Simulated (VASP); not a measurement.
# Cu (I4/mmm) in VASP: notebook

The runs below take Cu through single point, with PBE.

Everything below comes from runs of VASP 6.6.1. Logs are shortened: lines on timing, memory, paths and dates and some standing lists are left out, and cuts for length are marked.

**1. The cell of the first run**

Symmetry: I4/mmm, No. 139, tetragonal system. The conventional cell has a = 2.631 Å, b = 2.631 Å, c = 3.811 Å, α = 90.00°, β = 90.00°, γ = 90.00°. Cu (site symmetry 4/mmm) has 12 Cu at 2.63 to 2.66 Å within 3.5 Å.

**2. Single point, PBE (strain +0.025 along x and y, +0.050 along z)**

Input file INCAR:

```
PREC = Accurate
ENCUT = 700
EDIFF = 1E-6
ISMEAR = 0
SIGMA = 0.15
LREAL = F
LASPH = T
NELM = 120
ALGO = Normal
ISIF = 2
LWAVE = F
LCHARG = F
GGA = PE
NBANDS = 16
GGA_COMPAT = F
```

Input file KPOINTS:

```
regular mesh
0
Gamma
  28 28 28
```

Input file POSCAR:

```
Cu
1.0
    0.0000000000      1.8602459814      1.9056178346
    1.8602459814      0.0000000000      1.9056178346
    1.8602459814      1.8602459814      0.0000000000
Cu
1
Direct
    0.0000000000      0.0000000000      0.0000000000
```

Potentials or basis: VASP PAW PBE potentials, release 64 (Cu_sv_GW).

On the command line:

```
$ cat potpaw_PBE.64/Cu_sv_GW/POTCAR > POTCAR
$ mpirun -np 1 vasp_std > vasp.out
```

OUTCAR:

```text
PREC = Accurate
   ENCUT = 700
   EDIFF = 1E-6
   ISMEAR = 0
   LREAL = F
   LASPH = T
   NELM = 120
   ISIF = 2
   GGA = PE

 ion  position               nearest neighbor table
   1  0.000  0.000  0.000-

  LATTYP: Found a body centered tetragonal cell.
 ALAT       =     2.6307850962
 C/A-ratio  =     1.4487065761

  Lattice vectors:

 A1 = (  -1.8602459814,   0.0000000000,   1.9056178346)
 A2 = (   1.8602459814,   0.0000000000,   1.9056178346)
 A3 = (   0.0000000000,   1.8602459814,  -1.9056178346)

Analysis of symmetry for initial positions (statically):
=====================================================================
 Subroutine PRICEL returns:
 Original cell was already a primitive cell.

 Routine SETGRP: Setting up the symmetry group for a
 body centered tetragonal supercell.

 Subroutine GETGRP returns: Found 16 space group operations
 (whereof 16 operations were pure point group operations)
 out of a pool of 16 trial point group operations.

The static configuration has the point symmetry D_4h.

Analysis of symmetry for dynamics (positions and initial velocities):
=====================================================================
 Subroutine PRICEL returns:
 Original cell was already a primitive cell.

 Routine SETGRP: Setting up the symmetry group for a
 body centered tetragonal supercell.

 Subroutine GETGRP returns: Found 16 space group operations
 (whereof 16 operations were pure point group operations)
 out of a pool of 16 trial point group operations.

The dynamic configuration has the point symmetry D_4h.

 Subroutine INISYM returns: Found 16 space group operations
 (whereof 16 operations are pure point group operations),
 and found     1 'primitive' translations

----------------------------------------------------------------------------------------

                                     Primitive cell

  volume of cell :      13.1888

  direct lattice vectors                    reciprocal lattice vectors
     0.000000000  1.860245981  1.905617835    -0.268781658  0.268781658  0.262382095
     1.860245981  0.000000000  1.905617835     0.268781658 -0.268781658  0.262382095
     1.860245981  1.860245981  0.000000000     0.268781658  0.268781658 -0.262382095

  length of vectors
     2.663061104  2.663061104  2.630785096     0.461878256  0.461878256  0.461878256

  position of ions in fractional coordinates (direct lattice)
     0.000000000  0.000000000  0.000000000

[... 73 lines left out ...]
   ENCUT  =  700.0 eV  51.45 Ry    7.17 a.u.   5.74  5.74  5.68*2*pi/ulx,y,z
   NELM   =    120;   NELMIN=  2; NELMDL= -5     # of ELM steps
   EDIFF  = 0.1E-05   stopping-criterion for ELM
   LREAL  =      F    real-space projection
   EDIFFG = 0.1E-04   stopping-criterion for IOM
   NSW    =      0    number of steps for IOM
   IBRION =     -1    ionic relax: 0-MD 1-quasi-New 2-CG
   NFREE  =      0    steps in history (QN), initial steepest desc. (CG)
   ISIF   =      2    stress and relaxation
   ISYM   =      2    0-nonsym 1-usesym 2-fastsym
   POTIM  = 0.5000    time-step for ionic-motion
   TEBEG  =    0.0;   TEEND  =   0.0 temperature during run
   PSTRESS=    0.0 pullay stress
   NELECT =      19.0000    total number of electrons
   NUPDOWN=      -1.0000    fix difference up-down
   EMIN   =  10.00;   EMAX   =-10.00  energy-range for DOS
   EFERMI =   0.00;   METHOD = LEGACY
   ISMEAR =     0;   SIGMA  =   0.15  broadening in eV -4-tet -1-fermi 0-gaus
   EFERMI_NEDOS =   21; number of points for ismear=-14 and -15
   IALGO  =     38    algorithm
   IMIX   =      4    mixing-type and parameters
     AMIX     =   0.40;   BMIX     =  1.00
     AMIX_MAG =   1.60;   BMIX_MAG =  1.00
  volume/ion in A,a.u.               =      13.19        89.00
  Fermi-wavevector in a.u.,A,eV,Ry     =   1.848944  3.493998 46.512813  3.418595
  Thomas-Fermi vector in A             =   2.899451
   LORBIT       =      0    0 simple, 1 ext, 2 COOP (PROOUT), +10 PAW based schemes
   GGA     = PE    functional components
   LHFCALC =     F    Hartree Fock is set to
   AEXX    =    0.0000 exact exchange contribution
   IVDW    =     0    specifies the selected vdW correction
   LEPSILON=     F    determine dielectric tensor
   LRPA    =     F    only Hartree local field effects (RPA)
 non-spin polarized calculation
 Gauss-broadening in eV      SIGMA  =   0.15
  energy-cutoff  :      700.00
  volume of cell :       13.19
 maximum number of plane-waves:       568
   NGX = 11   NGY = 11   NGZ = 11

 number of electron      18.9999993 magnetization

 Free energy of the ion-electron system (eV)
  ---------------------------------------------------
  ext. energy  EPLUGINS =         0.00000000
  ---------------------------------------------------
  free energy    TOTEN  =        -3.74781048 eV

  energy without entropy =       -3.74449710  energy(sigma->0) =       -3.74615379

 E-fermi :   6.3194     XC(G=0): -12.6709

 val. band max:        6.3101990247   @ k =   0.4643   0.0000   0.2143
 cond. band min:       6.3220863787   @ k =   0.5000   0.2500   0.0714
 fundamental gap:      0.0118873540
 Fermi energy:         6.3194067630

 k-point     1 :       0.0000    0.0000    0.0000
  band No.  band energies     occupation
      1    -106.0161      2.00000
      2     -63.3639      2.00000
      3     -63.3639      2.00000
      4     -63.3635      2.00000
      5      -2.2967      2.00000
      6       3.5470      2.00000
[... 433 lines left out ...]
      3     -63.3729      2.00000
      4     -63.3718      2.00000
      5       0.5700      2.00000
      6       3.4746      2.00000
[... 8 lines left out ...]
     15      30.5706      0.00000
     16      33.0868      0.00000

 [... further k-points ...]

------------------------ aborting loop because EDIFF is reached ----------------------------------------

  FORCE on cell =-STRESS in cart. coord.  units (eV):
  Direction    XX          YY          ZZ          XY          YZ          ZX
  --------------------------------------------------------------------------------------
  -------------------------------------------------------------------------------------
  Total       -1.1470017     -1.1470017     -1.2432236      0.0000000      0.0000000      0.0000000
  in kB     -139.3375278   -139.3375278   -151.0265458      0.0000000      0.0000000      0.0000000
  external PRESSURE =    -143.2338671 kB  Pullay stress =       0.0000000 kB

 VOLUME and BASIS-vectors are now :
 -----------------------------------------------------------------------------
  energy-cutoff  :      700.00
  volume of cell :       13.19
      direct lattice vectors                 reciprocal lattice vectors
     0.000000000  1.860245981  1.905617835    -0.268781658  0.268781658  0.262382095
     1.860245981  0.000000000  1.905617835     0.268781658 -0.268781658  0.262382095
     1.860245981  1.860245981  0.000000000     0.268781658  0.268781658 -0.262382095

 POSITION                                       TOTAL-FORCE (eV/Angst)
 -----------------------------------------------------------------------------------
      0.00000      0.00000      0.00000         0.000000     -0.000000      0.000000
 -----------------------------------------------------------------------------------
    total drift:                               -0.000000      0.000000     -0.000000

  FREE ENERGIE OF THE ION-ELECTRON SYSTEM (eV)
  ---------------------------------------------------
  free  energy   TOTEN  =        -3.7478104786 eV

  energy  without entropy=       -3.7444971042  energy(sigma->0) =       -3.74615379
```

stdout:

```text
POSCAR found type information on POSCAR Cu
 POSCAR found :  1 types and       1 ions
 scaLAPACK will be used
 LDA part: xc-table for (Slater+PW92), standard interpolation
 POSCAR, INCAR and KPOINTS ok, starting setup
 FFT: planning ... GRIDC
 FFT: planning ... GRID_SOFT
 FFT: planning ... GRID
 WAVECAR not read
 entering main loop
```

It took 4.8 min on 1 thread of Intel Xeon Platinum 8488C (Sapphire Rapids), shared host; peak memory 0.71 GiB.

What came out:

* Free energy: -3.7478 eV
* Pressure: -14.3 GPa
* Band gap on the k mesh: zero (an odd number of electrons rules out a gap without spin polarisation)

Stress tensor (GPa, compression positive):
```
-13.93   0.00   0.00
  0.00 -13.93   0.00
  0.00   0.00 -15.10
```

Caveat: the cell differs from its parent crystal (strain +0.025 along x and y, +0.050 along z); the cell stands under tension.

**3. Single point, PBE (strain -0.025 along x and y, +0.000 along z)**

Input file INCAR:

```
SYSTEM = Cu
ALGO = Fast
EDIFF = 1E-7
ENCUT = 520
GGA = PE
ISIF = 2
ISMEAR = 0
LASPH = .True.
LCHARG = .True.
LELF = .True.
LREAL = .False.
LVHAR = .True.
LWAVE = .False.
NBANDS = 12
NELM = 60
PREC = Accurate
SIGMA = 0.15
```

Input file KPOINTS:

```
k-points
0
Gamma
  28 28 28
  0 0 0
```

Input file POSCAR:

```
Cu
1.0
    0.0000000000      1.7695022750      1.8148741282
    1.7695022750      0.0000000000      1.8148741282
    1.7695022750      1.7695022750      0.0000000000
Cu
1
Direct
    0.0000000000      0.0000000000      0.0000000000
```

Potentials or basis: VASP PAW PBE potentials, release 64 (Cu).

On the command line:

```
$ cat potpaw_PBE.64/Cu/POTCAR > POTCAR
$ mpirun -np 1 vasp_std > vasp.out
```

Run time: 3.7 min. Hardware: 1 thread of Intel Xeon Platinum 8259CL at 2.50GHz (Skylake/Cascade Lake), shared host; peak memory 0.32 GiB.

The run converged. Its results:

- Free energy: -3.7123 eV
- Pressure: 9.0 GPa
- Band gap on the k mesh: zero (an odd number of electrons rules out a gap without spin polarisation)

Stress tensor (GPa, compression positive):
```
9.65 0.00 0.00
0.00 9.65 0.00
0.00 0.00 7.76
```

Levels at points of the mesh, in eV from the Fermi level:
```
           k point  band 2  band 3  band 4  band 5  band 6  band 7  band 8  band 9  band 10  band 11
(0.00, 0.00, 0.00)   -3.26   -3.13   -3.13   -2.37   -2.24   22.89   25.74   25.87    25.87    28.33
(0.50, 0.00, 0.00)   -3.28   -3.14   -1.72   -1.67   -1.14    3.93   21.12   22.48    23.08    25.23
(0.50, 0.50, 0.00)   -4.64   -1.71   -1.55   -1.55    1.08    6.92   13.77   13.77    18.30    21.26
(0.50, 0.00, 0.50)   -4.65   -1.72   -1.59   -1.50    1.63    7.59   13.14   13.18    17.79    20.70
```

Caveat: the cell differs from its parent crystal (strain -0.025 along x and y, +0.000 along z); the cell stands under pressure.

**4. Single point, PBE**

This run uses another cell than the first one, of 11.37 Å³/atom.

Input file INCAR:

```
SYSTEM = Cu
PREC = Accurate
ENCUT = 520
EDIFF = 1E-6
ISMEAR = 1
SIGMA = 0.15
LREAL = .False.
LASPH = .True.
NELM = 100
ALGO = Fast
ISIF = 2
LWAVE = .False.
LCHARG = .False.
GGA = PE
NBANDS = 12
```

Input file KPOINTS:

```
regular mesh
0
Gamma
  28 28 28
  0 0 0
```

POSCAR is that of step 3.

On the command line:

```
$ cat potpaw_PBE.64/Cu/POTCAR > POTCAR
$ mpirun -np 1 vasp_std > vasp.out
```

It took 3.1 min on 1 thread of Intel Xeon Platinum 8259CL at 2.50GHz (Skylake/Cascade Lake), shared host; peak memory 0.32 GiB.

It converged, with:

```
Free energy            : -3.7109 eV
Pressure               : 8.8 GPa
Band gap on the k mesh : zero (an odd number of electrons rules out a gap without spin polarisation)
```

Stress tensor (GPa, compression positive):
```
9.49 0.00 0.00
0.00 9.49 0.00
0.00 0.00 7.51
```

Levels at points of the mesh, in eV from the Fermi level:
| k point | band 4 | band 5 | band 6 | band 7 | band 8 | band 9 |
| --- | --- | --- | --- | --- | --- | --- |
| (0.00, 0.00, 0.00) | -3.12 | -2.36 | -2.23 | 22.89 | 25.75 | 25.88 |
| (0.50, 0.00, 0.00) | -1.72 | -1.67 | -1.13 | 3.94 | 21.12 | 22.48 |
| (0.50, 0.50, 0.00) | -1.55 | -1.55 | 1.09 | 6.92 | 13.78 | 13.78 |
| (0.50, 0.00, 0.50) | -1.58 | -1.50 | 1.64 | 7.59 | 13.15 | 13.19 |

Caveat: the cell stands under pressure.

**5. Single point, PBE (strain +0.000 along x and y, -0.025 along z)**

Input file INCAR:

```
ALGO     = Fast           # electronic algorithm
EDIFF    = 1E-6           # SCF threshold, eV
ENCUT    = 520            # plane-wave cutoff, eV
GGA      = PE             # functional
ISIF     = 2              # what is computed and relaxed
ISMEAR   = 0              # smearing method
LASPH    = T              # aspherical terms in the spheres
LCHARG   = F              # write CHGCAR
LREAL    = F              # projectors in reciprocal space
LWAVE    = F              # write WAVECAR
NBANDS   = 12             # bands
NELM     = 60             # most SCF steps
PREC     = Accurate       # precision mode
SIGMA    = 0.15           # smearing width, eV
```

Input file KPOINTS:

```
k-points
0
Gamma
  28 28 28
```

Input file POSCAR:

```
Cu
1.0
    0.0000000000      1.8148741282      1.7695022750
    1.8148741282      0.0000000000      1.7695022750
    1.8148741282      1.8148741282      0.0000000000
Cu
1
Direct
    0.0000000000      0.0000000000      0.0000000000
```

On the command line:

```
$ cat potpaw_PBE.64/Cu/POTCAR > POTCAR
$ mpirun -np 1 vasp_std > vasp.out
```

Wall time 3.1 min (1 thread of Intel Xeon Platinum 8259CL at 2.50GHz (Skylake/Cascade Lake), shared host); peak memory 0.32 GiB.

It converged, with:

```
Free energy            : -3.7243 eV
Pressure               : 4.2 GPa
Band gap on the k mesh : zero (an odd number of electrons rules out a gap without spin polarisation)
```

Stress tensor (GPa, compression positive):
```
3.72 0.00 0.00
0.00 3.72 0.00
0.00 0.00 5.13
```

Levels at points of the mesh, in eV from the Fermi level:
```csv
k point,band 4,band 5,band 6,band 7,band 8,band 9
"(0.00, 0.00, 0.00)",-3.01,-2.31,-2.19,22.69,25.39,25.39
"(0.50, 0.00, 0.00)",-1.70,-1.65,-1.06,3.80,21.01,21.84
"(0.50, 0.50, 0.00)",-1.52,-1.52,1.84,7.64,12.76,12.76
"(0.50, 0.00, 0.50)",-1.57,-1.49,1.29,6.96,13.35,13.39
```

Caveat: the cell differs from its parent crystal (strain +0.000 along x and y, -0.025 along z); the cell stands under pressure.

**6. Single point, PBE (strain -0.025 along x and y, +0.025 along z)**

Input file INCAR:

```
SYSTEM = Cu
PREC = Accurate
ENCUT = 520
EDIFF = 1E-7
ISMEAR = 0
SIGMA = 0.15
LREAL = .False.
LASPH = .True.
NELM = 60
ALGO = Fast
ISIF = 2
LWAVE = .False.
LCHARG = .False.
GGA = PE
NBANDS = 12
```

Input file KPOINTS:

```
Automatic mesh
0
Gamma
  28 28 28
  0 0 0
```

Input file POSCAR:

```
Cu
1.0
    0.0000000000      1.7695022750      1.8602459814
    1.7695022750      0.0000000000      1.8602459814
    1.7695022750      1.7695022750      0.0000000000
Cu
1
Direct
    0.0000000000      0.0000000000      0.0000000000
```

Potentials or basis: VASP PAW PBE potentials, release 64 (Cu).

On the command line:

```
$ cat potpaw_PBE.64/Cu/POTCAR > POTCAR
$ mpirun -np 1 vasp_std > vasp.out
```

Wall time 4 min (1 thread of Intel Xeon Platinum 8259CL at 2.50GHz (Skylake/Cascade Lake), shared host); peak memory 0.33 GiB.

Results (log left out):

```
Free energy            : -3.7208 eV
Pressure               : 4.7 GPa
Band gap on the k mesh : zero (an odd number of electrons rules out a gap without spin polarisation)
```

Stress tensor (GPa, compression positive):
```
5.93 0.00 0.00
0.00 5.93 0.00
0.00 0.00 2.24
```

Levels at points of the mesh, in eV from the Fermi level:
| k point | band 4 | band 5 | band 6 | band 7 | band 8 | band 9 |
| --- | --- | --- | --- | --- | --- | --- |
| (0.00, 0.00, 0.00) | -3.01 | -2.39 | -2.13 | 22.73 | 25.32 | 25.52 |
| (0.50, 0.00, 0.00) | -1.72 | -1.63 | -1.06 | 3.81 | 20.31 | 22.35 |
| (0.50, 0.50, 0.00) | -1.54 | -1.54 | 0.78 | 6.32 | 13.98 | 13.98 |
| (0.50, 0.00, 0.50) | -1.61 | -1.44 | 1.83 | 7.63 | 12.75 | 12.85 |

Caveat: the cell differs from its parent crystal (strain -0.025 along x and y, +0.025 along z); the cell stands under pressure.

**7. Overview**

```tsv
potentials or basis	cell	cutoff (eV)	smearing	gap on the mesh (eV)	pressure (GPa)
VASP PAW PBE potentials, release 64 (Cu_sv_GW)	a = 2.663, b = 2.663, c = 2.631 Å, angles 60.4, 60.4, 59.2°, 1 atom	700	gaussian 0.15 eV	none	-14.3
VASP PAW PBE potentials, release 64 (Cu)	a = 2.535, b = 2.535, c = 2.502 Å, angles 60.4, 60.4, 59.2°, 1 atom	520	gaussian 0.15 eV	none	9.0
VASP PAW PBE potentials, release 64 (Cu)	a = 2.535, b = 2.535, c = 2.502 Å, angles 60.4, 60.4, 59.2°, 1 atom	520	methfessel-paxton 0.15 eV	none	8.8
VASP PAW PBE potentials, release 64 (Cu)	a = 2.535, b = 2.535, c = 2.567 Å, angles 59.6, 59.6, 60.8°, 1 atom	520	gaussian 0.15 eV	none	4.2
VASP PAW PBE potentials, release 64 (Cu)	a = 2.567, b = 2.567, c = 2.502 Å, angles 60.8, 60.8, 58.3°, 1 atom	520	gaussian 0.15 eV	none	4.7
```

Alike in all rows: task single point; level PBE; no spin polarisation; k mesh 28 × 28 × 28.

Caveats: the cell stands under pressure (at least some runs); the cell stands under tension (at least some runs).

Absolute energies hang on the potentials; compare differences alone.
